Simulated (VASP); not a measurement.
Here is a VASP 6.6.1 calculation.

File INCAR:

```
SYSTEM = Ni
PREC = Accurate
ENCUT = 520
EDIFF = 1E-6
ISMEAR = -1
SIGMA = 0.1
LREAL = .False.
LASPH = .True.
NELM = 150
ALGO = Normal
ISIF = 2
LWAVE = .False.
LCHARG = .False.
LNONCOLLINEAR = .True.
MAGMOM = 0 0 0
LORBIT = 11
LSORBIT = .True.
GGA_COMPAT = .False.
LORBMOM = .True.
LMAXMIX = 4
GGA = PE
NBANDS = 21
```

File KPOINTS:

```
Automatic mesh
0
Gamma
  15 15 15
  0 0 0
```

The input POSCAR:

```
Ni
1.0
    0.0000000000      1.7572466595      1.7572466595
    1.7572466595      0.0000000000      1.7572466595
    1.7572466595      1.7572466595      0.0000000000
Ni
1
Direct
    0.0000000000      0.0000000000      0.0000000000
```

Potentials or basis: VASP PAW PBE potentials, release 64 (Ni).

The run is started by

```console
$ cat potpaw_PBE.64/Ni/POTCAR > POTCAR
$ mpirun -np 1 vasp_ncl > vasp.out
```

Predict the net moment.

0.00 μB per cell.

What does it give for the pressure?

0.1 GPa.

Moments on the atoms (μB; x, y, z):
```
Ni  0.00 0.00 0.00
```
